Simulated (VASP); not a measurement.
# ZnS (Cmc2_1) in VASP: a series of runs, part 2 of 2

VASP 6.6.1.

**3. Single point, PBE (atoms displaced along a vibrational mode)**

File INCAR:

```
SYSTEM = ZnS
PREC = Accurate
ENCUT = 520
EDIFF = 1E-7
ISMEAR = 0
SIGMA = 0.05
LREAL = .False.
LASPH = .True.
NELM = 80
ALGO = Normal
ISIF = 2
LWAVE = .False.
LCHARG = .False.
GGA = PE
NBANDS = 46
```

File KPOINTS:

```
Automatic mesh
0
Gamma
  12 12 2
  0 0 0
```

File POSCAR:

```
ZnS
1.0
    3.8467234434      0.0000000000      0.0000000000
   -1.9233617217      3.3313602233      0.0000000000
    0.0000000000      0.0000000000     12.5902250239
Zn S
4 4
Direct
    0.0052941462      0.0105882924      0.0000503469
   -0.0052941462     -0.0105882924      0.5000503469
    0.3483422176      0.6966844352      0.2500245137
    0.6516577824      0.3033155648      0.7500245137
    0.0135320960      0.0270641921      0.1872896978
   -0.0135320960     -0.0270641921      0.6872896978
    0.3293910057      0.6587820115      0.4376354415
    0.6706089943      0.3412179885      0.9376354415
```

Potentials or basis: VASP PAW PBE potentials, release 64 (Zn, S).

Launch:

```
cat potpaw_PBE.64/Zn/POTCAR potpaw_PBE.64/S/POTCAR > POTCAR
mpirun -np 1 vasp_std > vasp.out
```

OUTCAR:

```text
SYSTEM = ZnS
   PREC = Accurate
   ENCUT = 520
   EDIFF = 1E-7
   ISMEAR = 0
   LREAL = .False.
   LASPH = .True.
   NELM = 80
   ISIF = 2
   GGA = PE

 ion  position               nearest neighbor table
   1  0.005  0.011  0.000-   8 2.35   8 2.35   5 2.36   8 2.36
   2  0.995  0.989  0.500-   7 2.35   7 2.35   6 2.36   7 2.36
   3  0.348  0.697  0.250-   5 2.35   5 2.35   7 2.37   5 2.37
   4  0.652  0.303  0.750-   6 2.35   6 2.35   8 2.37   6 2.37
   5  0.014  0.027  0.187-   3 2.35   3 2.35   1 2.36   3 2.37
   6  0.986  0.973  0.687-   4 2.35   4 2.35   2 2.36   4 2.37
   7  0.329  0.659  0.438-   2 2.35   2 2.35   2 2.36   3 2.37
[... 1392 lines left out ...]
  Total        0.2003380      0.1283350      0.1142176      0.0000000      0.0000000      0.0000000
  in kB        1.9894259      1.2744119      1.1342205      0.0000000      0.0000000      0.0000000
  external PRESSURE =       1.4660194 kB  Pullay stress =       0.0000000 kB

 VOLUME and BASIS-vectors are now :
 -----------------------------------------------------------------------------
  energy-cutoff  :      520.00
  volume of cell :      161.34
      direct lattice vectors                 reciprocal lattice vectors
     3.846723443  0.000000000  0.000000000     0.259961501  0.150088843  0.000000000
    -1.923361722  3.331360223  0.000000000     0.000000000  0.300177685  0.000000000
     0.000000000  0.000000000 12.590225024     0.000000000  0.000000000  0.079426698

 POSITION                                       TOTAL-FORCE (eV/Angst)
 -----------------------------------------------------------------------------------
      0.00000      0.03527      0.00063         0.000000     -0.024502      0.005693
      1.92336      3.29609      6.29575         0.000000      0.024502      0.005693
      0.00000      2.32091      3.14786         0.000000     -0.072008      0.012474
      1.92336      1.01045      9.44298        -0.000000      0.072008      0.012474
     -0.00000      0.09016      2.35802         0.000000     -0.033358     -0.003019
      1.92336      3.24120      8.65313         0.000000      0.033358     -0.003019
     -0.00000      2.19464      5.50993         0.000000      0.013333     -0.015148
      1.92336      1.13672     11.80504         0.000000     -0.013333     -0.015148
 -----------------------------------------------------------------------------------
    total drift:                                0.000001      0.000000      0.000240

  FREE ENERGIE OF THE ION-ELECTRON SYSTEM (eV)
  ---------------------------------------------------
  free  energy   TOTEN  =       -27.3879063332 eV

  energy  without entropy=      -27.3879063332  energy(sigma->0) =      -27.38790633
```

OSZICAR:

```text
N       E                     dE             d eps       ncg     rms          rms(c)
DAV:   1     0.590428421624E+03    0.59043E+03   -0.33213E+04  7912   0.187E+03
DAV:   2     0.518044211881E+02   -0.53862E+03   -0.51786E+03  7936   0.434E+02
DAV:   3    -0.253496980594E+02   -0.77154E+02   -0.75947E+02  8794   0.152E+02
DAV:   4    -0.290391609885E+02   -0.36895E+01   -0.36742E+01  9688   0.333E+01
DAV:   5    -0.290970052720E+02   -0.57844E-01   -0.57815E-01  9342   0.421E+00    0.133E+01
DAV:   6    -0.273510547271E+02    0.17460E+01   -0.35841E+00 12230   0.411E+01    0.103E+01
DAV:   7    -0.274535940258E+02   -0.10254E+00   -0.43380E+00  8886   0.817E+00    0.399E+00
DAV:   8    -0.273873316059E+02    0.66262E-01   -0.27855E-01 10050   0.463E+00    0.119E+00
DAV:   9    -0.273871486327E+02    0.18297E-03   -0.68834E-02 10234   0.263E+00    0.378E-01
DAV:  10    -0.273873863541E+02   -0.23772E-03   -0.34561E-03  9396   0.740E-01    0.200E-01
DAV:  11    -0.273878480333E+02   -0.46168E-03   -0.83376E-04 10170   0.355E-01    0.897E-02
DAV:  12    -0.273878974895E+02   -0.49456E-04   -0.18083E-04  9464   0.315E-01    0.218E-02
DAV:  13    -0.273879004879E+02   -0.29984E-05   -0.30631E-05  9420   0.497E-02    0.144E-02
DAV:  14    -0.273879060658E+02   -0.55779E-05   -0.95861E-06  8722   0.295E-02    0.438E-03
DAV:  15    -0.273879061303E+02   -0.64480E-07   -0.19615E-06 10206   0.322E-02    0.204E-03
DAV:  16    -0.273879062706E+02   -0.14034E-06   -0.65572E-07  8806   0.111E-02    0.146E-03
DAV:  17    -0.273879063332E+02   -0.62579E-07   -0.20222E-07  6508   0.816E-03
   1 F= -.27387906E+02 E0= -.27387906E+02  d E =-.287283E-15
```

It took 9.2 min on 1 thread of Intel Xeon 6975P-C (Granite Rapids), shared host; peak memory 0.58 GiB.

What came out:

* Free energy: -27.3879 eV
* Pressure: 0.1 GPa
* Largest force: 0.073 eV/Å
* Band gap on the k mesh: 2.04 eV

Forces in eV/Å, atoms in the order of the input:
```
Zn   0.000 -0.025  0.006
Zn   0.000  0.025  0.006
Zn   0.000 -0.072  0.012
Zn   0.000  0.072  0.012
S    0.000 -0.033 -0.003
S    0.000  0.033 -0.003
S    0.000  0.013 -0.015
S    0.000 -0.013 -0.015
```

Levels at points of the mesh, in eV from the valence-band top:
| k point | band 34 | band 35 | band 36 | band 37 | band 38 | band 39 |
| --- | --- | --- | --- | --- | --- | --- |
| (0.00, 0.00, 0.00) | -0.03 | -0.02 | 0.00 | 2.04 | 3.15 | 3.33 |
| (0.50, 0.00, 0.00) | -1.54 | -1.07 | -0.85 | 3.26 | 3.40 | 3.79 |
| (0.00, 0.50, 0.00) | -1.49 | -1.06 | -0.85 | 3.32 | 3.33 | 3.72 |
| (0.00, 0.00, 0.50) | -0.15 | -0.14 | -0.14 | 2.90 | 2.90 | 3.27 |
| (0.50, 0.00, 0.50) | -1.47 | -1.06 | -1.06 | 3.70 | 3.70 | 4.00 |
| (0.00, 0.50, 0.50) | -1.43 | -1.07 | -1.07 | 3.66 | 3.66 | 4.00 |

Caveat: the cell differs from its parent crystal (atoms displaced along a vibrational mode). A k mesh can miss the band edges.
